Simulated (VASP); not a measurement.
Set up this calculation in VASP 6.6.1, as the native input.

```yaml
Task: single point
Functional: PBEsol
Potentials_or_basis: VASP PAW PBE potentials, release 64 (F)
Cutoff: 520 eV
k_mesh: 6 × 6 × 4
Occupations: gaussian, width 0.05 eV
Spin: no spin polarisation
Dipole_correction: no
Further_INCAR_settings: ALGO = Normal; EDIFF = 1e-06; NBANDS = 22
```

The structure of F lies in POSCAR:

```
F
1.0
    3.3277109200     -2.2174150600      0.0000000000
    3.3277109200      2.2174150600      0.0000000000
    0.0000000000      0.0000000000      6.3757260000
F
4
Direct
    0.9125420000      0.0874580000      0.0960130000
    0.5874580000      0.4125420000      0.5960130000
    0.4125420000      0.5874580000      0.4039870000
    0.0874580000      0.9125420000      0.9039870000
```

This cell differs from its parent crystal: strain -0.0600 x Voigt [1, -1, 0, 0, 0, 0].

These files were run (other wordings do the same):

INCAR

```
SYSTEM = F
PREC = Accurate
ENCUT = 520
EDIFF = 1E-6
ISMEAR = 0
SIGMA = 0.05
LREAL = .FALSE.
LASPH = .TRUE.
NELM = 100
ALGO = Normal
ISIF = 2
LWAVE = .FALSE.
LCHARG = .FALSE.
GGA = PS
NBANDS = 22
```

KPOINTS

```
regular mesh
0
G
  6 6 4
  0 0 0
```

Potentials or basis: VASP PAW PBE potentials, release 64 (F).

Run with:

```bash
$ cat potpaw_PBE.64/F/POTCAR > POTCAR
$ mpirun -np 1 vasp_std > vasp.out
```

Results of the run:

```
Pressure               : -2.5 GPa
Largest force          : 1.214 eV/Å
Band gap on the k mesh : 2.79 eV (least direct gap 2.80 eV)
```

Caveat: the cell differs from its parent crystal (strain -0.0600 x Voigt [1, -1, 0, 0, 0, 0]); the PAW data sets were made with another functional, which shifts forces and pressure a little.

Wall time 28 s on 1 thread of Intel(R) Xeon(R) 6975P-C (Granite Rapids), with other jobs on the host, peak memory 0.21 GiB.
